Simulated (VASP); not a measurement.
NaCl:

```
Cl Na
1.0
     3.50219    0.00000    0.00000
     0.00000    3.50219    0.00000
     0.00000    0.00000    3.50219
Cl Na
1 1
Direct
  0.50000 0.50000 0.50000
  0.00000 0.00000 0.00000
```

| Quantity | Value |
| --- | --- |
| Program | VASP 6.6.1 |
| Task | relaxation of cell and atoms |
| Functional | LDA |
| Potentials or basis | VASP PAW LDA potentials, release 64 (Cl, Na_pv) |
| Cutoff | 600 eV |
| k mesh | 8 × 8 × 8 |
| Occupations | fermi-dirac, width 0.05 eV |
| Spin | no spin polarisation |

At the start: pressure -3.1 GPa; volume 21.48 Å³/atom.

Problem. Where does the relaxation end?

Solution. Over 4 steps the energy falls by 25.4 meV/atom and the volume is 19.11 Å³/atom (-11.0 %); space group Pm-3m (No. 221, to 0.1 Å) before and after.

Step by step:
```csv
step,energy change (eV),largest force (eV/Å),pressure (GPa),volume (Å³)
1,0.0000,0.0000,-3.08,42.96
2,-0.0384,0.0000,-1.71,40.44
3,-0.0507,0.0000,-0.22,38.48
4,-0.0508,0.0000,0.03,38.22
```

Final structure:
```
CELL_PARAMETERS angstrom
3.36839 0.00000 0.00000
0.00000 3.36839 0.00000
0.00000 0.00000 3.36839
ATOMIC_POSITIONS crystal
Cl 0.50000 0.50000 0.50000
Na 0.00000 0.00000 0.00000
```
